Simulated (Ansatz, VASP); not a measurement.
## Two plane-wave programs on PbC2

The input INCAR:

```
PREC     = Accurate       # precision mode
ENCUT    = 600            # plane-wave cutoff, eV
EDIFF    = 1E-6           # SCF threshold, eV
ISMEAR   = 0              # smearing method
SIGMA    = 0.01           # smearing width, eV
LREAL    = F              # projectors in reciprocal space
LASPH    = T              # aspherical terms in the spheres
NELM     = 100            # most SCF steps
ALGO     = Normal         # electronic algorithm
ISIF     = 3              # what is computed and relaxed
LWAVE    = F              # write WAVECAR
LCHARG   = F              # write CHGCAR
IBRION   = 2              # ionic algorithm
NSW      = 80             # ionic steps
EDIFFG   = -0.001         # ionic threshold
```

KPOINTS

```
regular mesh
0
Gamma
  10 10 10
```

POSCAR

```
PbC2
1.0
   -1.9994863295      1.9994863295      3.3076665429
    1.9994863295     -1.9994863295      3.3076665429
    1.9994863295      1.9994863295     -3.3076665429
Pb C
1 2
Direct
    0.0000000000      0.0000000000      0.0000000000
    0.5952001763      0.5952001763      0.0000000000
    0.4047998237      0.4047998237      0.0000000000
```

Input for Ansatz:

```yaml
crystal:
  lattice:
    - [-1.9994863304, 1.9994863304, 3.3076665494]
    - [1.9994863304, -1.9994863304, 3.3076665494]
    - [1.9994863304, 1.9994863304, -3.3076665494]
  atoms:
    - { symbol: Pb, position: [0.0, 0.0, 0.0] }
    - { symbol: C, position: [0.5952001761, 0.5952001761, 0.0] }
    - { symbol: C, position: [0.4047998239, 0.4047998239, 0.0] }
basis:
  ecutwfc: 420
kpoints:
  mp_grid: { grid: [10, 10, 10] }
hamiltonian:
  xc: lda
scf:
  occupations: { method: fixed }
output:
  forces: true
  stress: true
  eigenvalues: true
relax:
  adjacent_minimum: "off"
  f_tol: 0.001
  max_steps: 60
  cell: { stress_tol: 0.01 }
```

Alike in both runs: task relaxation of cell and atoms; functional LDA; k mesh 10 × 10 × 10; no spin polarisation.

|  | VASP | Ansatz |
| --- | --- | --- |
| version | VASP 6.6.1 | Ansatz 0.2.0 |
| potentials or method | VASP PAW LDA potentials, release 64 (Pb_d, C), cutoff 600 eV | scalar-relativistic, plane waves, PAW |
| occupations | gaussian, width 0.01 eV | fixed |
| valence electrons in the cell | 22 | 22 |

|  | VASP | Ansatz | Ansatz less VASP |
| --- | --- | --- | --- |
| gap on the k mesh at the Fermi level, each at its own relaxed structure (eV) | 1.58 | 1.61 | +0.032 |
| relaxed volume (Å³/atom) | 17.65 | 17.63 | -0.021 |
| relaxed cell length with the largest relative difference (Å) | 4.353 | 4.352 | -0.0016 |

LDA's correlation is that of Perdew and Zunger in VASP and of Perdew and Wang (1992) in Ansatz.

Spin-orbit coupling is off throughout.
